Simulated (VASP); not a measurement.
Crystal: SbAu3S3.

```
Sb S Au
1.0
     6.19999    0.00000    0.00000
    -3.09999    5.36935    0.00000
     0.00000    0.00000    5.02489
Sb S Au
1 3 3
Direct
  0.00000 0.00000 0.00000
  0.50000 0.00000 0.50000
  0.00000 0.50000 0.50000
  0.50000 0.50000 0.50000
  0.33333 0.66667 0.02622
  0.66667 0.33333 0.97378
  0.00000 0.00000 0.50000
```

The cell was built from a structure type or drawn by symmetry, and may not be a known phase.

| Quantity | Value |
| --- | --- |
| Program | VASP 6.6.1 |
| Task | relaxation of cell and atoms |
| Functional | PBE |
| Potentials or basis | VASP PAW PBE potentials, release 64 (Sb_d_GW, S, Au_sv_GW) |
| Cutoff | 500 eV |
| k mesh | 2 × 2 × 3 |
| Occupations | gaussian, width 0.15 eV |
| Spin | no spin polarisation |

At the start: pressure -8.1 GPa; volume 23.90 Å³/atom.

Problem. Where does the relaxation end?

Solution. Over 12 steps the energy falls by 399.0 meV/atom and the volume is 19.52 Å³/atom (-18.3 %); space group P-3m1 (No. 164, to 0.1 Å) before and after.

Step by step:
```csv
step,energy change (eV),largest force (eV/Å),pressure (GPa),volume (Å³)
1,0.0000,0.2518,-8.11,167.28
2,-1.3519,0.0936,0.45,139.47
3,-1.4434,0.0371,4.46,133.02
4,-2.1723,0.3150,6.34,126.42
5,-2.0608,0.0054,15.58,119.01
6,-2.3037,0.2911,9.28,123.24
7,-2.7138,0.2816,-0.45,135.08
8,-2.7173,0.2745,-1.44,136.86
9,-2.7682,0.1994,-0.53,136.25
10,-2.7900,0.0854,0.57,135.53
11,-2.7901,0.0760,0.65,135.48
12,-2.7933,0.0634,0.02,136.66
```

Final structure:
```
Sb S Au
1.0
     5.18188    0.00000    0.00000
    -2.59094    4.48764    0.00000
     0.00000    0.00000    5.87689
Sb S Au
1 3 3
Direct
  0.00000 0.00000 0.00000
  0.50000 0.00000 0.50000
  0.00000 0.50000 0.50000
  0.50000 0.50000 0.50000
  0.33333 0.66667 0.03881
  0.66667 0.33333 0.96119
  0.00000 0.00000 0.50000
```

Caveat: the k points lie up to 0.70 Å⁻¹ apart in the final cell, too coarse for converged energies and pressures of a metal; the volume moved by over 15 % at a fixed basis, so the end points are rough; the relaxation stopped at a loose force limit of 0.08 eV/Å, so its end isn't a converged minimum.
